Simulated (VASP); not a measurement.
# Ca2RuO3 (Immm) in VASP: single point with PBE

Aim: the single point of Ca2RuO3 with PBE.

All numbers are computed with VASP 6.6.1; they aren't measurements. Logs are shortened: lines on timing, memory, paths and dates and some standing lists are left out, and cuts for length are marked.

### 1 The cell of the first run

Symmetry: Immm, No. 71, orthorhombic system. The conventional cell has a = 3.294 Å, b = 3.743 Å, c = 12.814 Å, α = 90.00°, β = 90.00°, γ = 90.00°. Within 3.0 Å of Ca (site symmetry mm2) lie 7 O at 2.30 to 2.58 Å. Within 2.5 Å of Ru (site symmetry mmm) lie 4 O at 1.87 to 2.13 Å. O (site symmetry mmm) has 2 Ru at 1.87 Å and 4 Ca at 2.58 Å within 2.6 Å. O (site symmetry mm2) has 1 Ru at 2.13 Å and 5 Ca at 2.30 to 2.50 Å and 2 O at 2.83 Å within 2.9 Å.

### 2 Single point, PBE

The input, INCAR:

```
SYSTEM = Ca2RuO3
  PREC = Accurate
  ENCUT = 600
  EDIFF = 1E-6
  ISMEAR = 0
  SIGMA = 0.1
  LREAL = .FALSE.
  LASPH = .TRUE.
  NELM = 120
  ALGO = Normal
  ISIF = 2
  LWAVE = .FALSE.
  LCHARG = .TRUE.
  GGA = PE
  LELF = .TRUE.
  LVHAR = .TRUE.
  NBANDS = 35
  GGA_COMPAT = .FALSE.
```

The input, KPOINTS:

```
regular mesh
0
G
  12 12 12
  0 0 0
```

The input, POSCAR:

```
Ca2RuO3
1.0
   -1.6469712125      1.8712986875      6.4068057138
    1.6469712125     -1.8712986875      6.4068057138
    1.6469712125      1.8712986875     -6.4068057138
Ca Ru O
2 1 3
Direct
    0.3453947252      0.3453947252      0.0000000000
    0.6546052748      0.6546052748      0.0000000000
    0.0000000000      0.0000000000      0.0000000000
    0.5000000000      0.0000000000      0.5000000000
    0.8340393500      0.8340393500      0.0000000000
    0.1659606500      0.1659606500      0.0000000000
```

Potentials or basis: VASP PAW PBE potentials, release 64 (Ca_sv, Ru_pv, O).

Started as:

```bash
$ cat potpaw_PBE.64/Ca_sv/POTCAR potpaw_PBE.64/Ru_pv/POTCAR potpaw_PBE.64/O/POTCAR > POTCAR
$ mpirun -np 1 vasp_std > vasp.out
```

OUTCAR:

```text
SYSTEM = Ca2RuO3
   PREC = Accurate
   ENCUT = 600
   EDIFF = 1E-6
   ISMEAR = 0
   LREAL = .FALSE.
   LASPH = .TRUE.
   NELM = 120
   ISIF = 2
   GGA = PE

 ion  position               nearest neighbor table
   1  0.345  0.345  0.000-   6 2.30   5 2.50   5 2.50   5 2.50   5 2.50   3 3.18   3 3.18   3 3.18
                             3 3.18
   2  0.655  0.655  0.000-   5 2.30   6 2.50   6 2.50   6 2.50   6 2.50   3 3.18   3 3.18   3 3.18
                             3 3.18
   3  0.000  0.000  0.000-   4 1.87   4 1.87   6 2.13   5 2.13   2 3.18   2 3.18   1 3.18   1 3.18
                             2 3.18   1 3.18   1 3.18   2 3.18
   4  0.500  0.000  0.500-   3 1.87   3 1.87
   5  0.834  0.834  0.000-   3 2.13   2 2.30   1 2.50   1 2.50   1 2.50   1 2.50
   6  0.166  0.166  0.000-   3 2.13   1 2.30   2 2.50   2 2.50   2 2.50   2 2.50

  LATTYP: Found a body centered orthorhombic cell.
 ALAT       =     3.2939424250
 B/A-ratio  =     1.1362060692
 C/A-ratio  =     3.8900532475

  Lattice vectors:

 A1 = (  -1.6469712125,   1.8712986875,   6.4068057138)
 A2 = (   1.6469712125,  -1.8712986875,   6.4068057138)
 A3 = (   1.6469712125,   1.8712986875,  -6.4068057138)

Analysis of symmetry for initial positions (statically):
=====================================================================
 Subroutine PRICEL returns:
 Original cell was already a primitive cell.

 Routine SETGRP: Setting up the symmetry group for a
 body centered orthorhombic supercell.

 Subroutine GETGRP returns: Found  8 space group operations
 (whereof  8 operations were pure point group operations)
 out of a pool of  8 trial point group operations.

The static configuration has the point symmetry D_2h.

Analysis of symmetry for dynamics (positions and initial velocities):
=====================================================================
 Subroutine PRICEL returns:
 Original cell was already a primitive cell.

 Routine SETGRP: Setting up the symmetry group for a
 body centered orthorhombic supercell.

 Subroutine GETGRP returns: Found  8 space group operations
 (whereof  8 operations were pure point group operations)
 out of a pool of  8 trial point group operations.

The dynamic configuration has the point symmetry D_2h.

 Subroutine INISYM returns: Found  8 space group operations
 (whereof  8 operations are pure point group operations),
 and found     1 'primitive' translations

----------------------------------------------------------------------------------------

                                     Primitive cell

  volume of cell :      78.9825
[... 102 lines left out ...]
   NFREE  =      0    steps in history (QN), initial steepest desc. (CG)
   ISIF   =      2    stress and relaxation
   ISYM   =      2    0-nonsym 1-usesym 2-fastsym
   POTIM  = 0.5000    time-step for ionic-motion
   TEBEG  =    0.0;   TEEND  =   0.0 temperature during run
   PSTRESS=    0.0 pullay stress
   NELECT =      52.0000    total number of electrons
   NUPDOWN=      -1.0000    fix difference up-down
   EMIN   =  10.00;   EMAX   =-10.00  energy-range for DOS
   EFERMI =   0.00;   METHOD = LEGACY
   ISMEAR =     0;   SIGMA  =   0.10  broadening in eV -4-tet -1-fermi 0-gaus
   EFERMI_NEDOS =   21; number of points for ismear=-14 and -15
   IALGO  =     38    algorithm
   IMIX   =      4    mixing-type and parameters
     AMIX     =   0.40;   BMIX     =  1.00
     AMIX_MAG =   1.60;   BMIX_MAG =  1.00
  volume/ion in A,a.u.               =      13.16        88.83
  Fermi-wavevector in a.u.,A,eV,Ry     =   1.424183  2.691315 27.596650  2.028297
  Thomas-Fermi vector in A             =   2.544701
   LORBIT       =      0    0 simple, 1 ext, 2 COOP (PROOUT), +10 PAW based schemes
   GGA     = PE    functional components
   LHFCALC =     F    Hartree Fock is set to
   AEXX    =    0.0000 exact exchange contribution
   IVDW    =     0    specifies the selected vdW correction
   LEPSILON=     F    determine dielectric tensor
   LRPA    =     F    only Hartree local field effects (RPA)
 non-spin polarized calculation
 Gauss-broadening in eV      SIGMA  =   0.10
  energy-cutoff  :      600.00
  volume of cell :       78.98
 maximum number of plane-waves:      2664
   NGX = 27   NGY = 27   NGZ = 27

 number of electron      51.9999999 magnetization

 Free energy of the ion-electron system (eV)
  ---------------------------------------------------
  ext. energy  EPLUGINS =         0.00000000
  ---------------------------------------------------
  free energy    TOTEN  =       -40.61395656 eV

  energy without entropy =      -40.60697413  energy(sigma->0) =      -40.61046535

 E-fermi :   5.8965     XC(G=0): -11.1124

 val. band max:        5.8955629337   @ k =   0.2500   0.2500   0.1667
 cond. band min:       5.8966435232   @ k =  -0.2500   0.3333   0.2500
 fundamental gap:      0.0010805895
 Fermi energy:         5.8964734775

 k-point     1 :       0.0000    0.0000    0.0000
  band No.  band energies     occupation
      1     -37.8429      2.00000
      2     -37.1118      2.00000
      3     -36.6806      2.00000
      4     -34.2032      2.00000
      5     -34.1487      2.00000
      6     -15.9200      2.00000
[... 901 lines left out ...]
     34      11.3226      0.00000
     35      11.7106      0.00000

 [... further k-points ...]

------------------------ aborting loop because EDIFF is reached ----------------------------------------

  FORCE on cell =-STRESS in cart. coord.  units (eV):
  Direction    XX          YY          ZZ          XY          YZ          ZX
  --------------------------------------------------------------------------------------
  -------------------------------------------------------------------------------------
  Total        0.0774546      0.1394530      0.1919267      0.0000000      0.0000000      0.0000000
  in kB        1.5711834      2.8288357      3.8932763      0.0000000      0.0000000      0.0000000
  external PRESSURE =       2.7644318 kB  Pullay stress =       0.0000000 kB

 VOLUME and BASIS-vectors are now :
 -----------------------------------------------------------------------------
  energy-cutoff  :      600.00
  volume of cell :       78.98
      direct lattice vectors                 reciprocal lattice vectors
    -1.646971213  1.871298687  6.406805714     0.000000000  0.267194117  0.078042011
     1.646971213 -1.871298687  6.406805714     0.303587577  0.000000000  0.078042011
     1.646971213  1.871298687 -6.406805714     0.303587577  0.267194117  0.000000000

 POSITION                                       TOTAL-FORCE (eV/Angst)
 -----------------------------------------------------------------------------------
      0.00000      0.00000      4.42575        -0.000000     -0.000000      0.012607
      0.00000      0.00000      8.38786         0.000000      0.000000     -0.012607
      0.00000      0.00000      0.00000        -0.000000     -0.000000      0.000000
      0.00000      1.87130      0.00000        -0.000000     -0.000000      0.000000
      0.00000      0.00000     10.68706         0.000000     -0.000000      0.014655
      0.00000      0.00000      2.12656        -0.000000      0.000000     -0.014655
 -----------------------------------------------------------------------------------
    total drift:                                0.000000      0.000000     -0.000000

  FREE ENERGIE OF THE ION-ELECTRON SYSTEM (eV)
  ---------------------------------------------------
  free  energy   TOTEN  =       -40.6139565633 eV

  energy  without entropy=      -40.6069741342  energy(sigma->0) =      -40.61046535
```

OSZICAR:

```text
N       E                     dE             d eps       ncg     rms          rms(c)
DAV:   1     0.616515425608E+03    0.61652E+03   -0.30294E+04 19600   0.170E+03
DAV:   2     0.613845718816E+01   -0.61038E+03   -0.59115E+03 21250   0.487E+02
DAV:   3    -0.451160413876E+02   -0.51254E+02   -0.50651E+02 29709   0.131E+02
DAV:   4    -0.466614875609E+02   -0.15454E+01   -0.15397E+01 29312   0.214E+01
DAV:   5    -0.467146741826E+02   -0.53187E-01   -0.53164E-01 27925   0.315E+00    0.284E+01
DAV:   6    -0.414770732554E+02    0.52376E+01   -0.43775E+01 23042   0.435E+01    0.120E+01
DAV:   7    -0.407020942330E+02    0.77498E+00   -0.91323E+00 23202   0.232E+01    0.959E+00
DAV:   8    -0.406321354622E+02    0.69959E-01   -0.11737E+00 24732   0.617E+00    0.308E+00
DAV:   9    -0.406117120907E+02    0.20423E-01   -0.22095E-01 29382   0.264E+00    0.533E-01
DAV:  10    -0.406134028075E+02   -0.16907E-02   -0.15138E-02 24448   0.800E-01    0.328E-01
DAV:  11    -0.406139354503E+02   -0.53264E-03   -0.21897E-03 25413   0.318E-01    0.906E-02
DAV:  12    -0.406139377920E+02   -0.23417E-05   -0.23860E-04 26535   0.106E-01    0.246E-02
DAV:  13    -0.406139530378E+02   -0.15246E-04   -0.48253E-05 24628   0.395E-02    0.112E-02
DAV:  14    -0.406139554519E+02   -0.24141E-05   -0.83804E-06 24349   0.198E-02    0.732E-03
DAV:  15    -0.406139566399E+02   -0.11881E-05   -0.22960E-06 20559   0.994E-03    0.316E-03
DAV:  16    -0.406139565633E+02    0.76645E-07   -0.22677E-07 13053   0.316E-03
   1 F= -.40613957E+02 E0= -.40610465E+02  d E =-.698243E-02
```

stdout:

```text
POSCAR found type information on POSCAR CaRuO
 POSCAR found :  3 types and       6 ions
 scaLAPACK will be used
 LDA part: xc-table for (Slater+PW92), standard interpolation
 POSCAR, INCAR and KPOINTS ok, starting setup
 FFT: planning ... GRIDC
 FFT: planning ... GRID_SOFT
 FFT: planning ... GRID
 WAVECAR not read
 entering main loop
```

Run time: 1.6 h. Hardware: 1 thread of Intel Xeon 8259CL, shared host; peak memory 1.1 GiB.

Results:

```yaml
Free_energy: -40.6140 eV
Pressure: 0.3 GPa
Largest_force: 0.015 eV/Å
Band_gap_on_the_k_mesh: zero (bands 26 and 27 overlap by 1.60 eV)
```

Forces on the atoms (eV/Å):
```
Ca   0.000  0.000  0.013
Ca   0.000  0.000 -0.013
Ru   0.000  0.000  0.000
O    0.000  0.000  0.000
O    0.000  0.000  0.015
O    0.000  0.000 -0.015
```
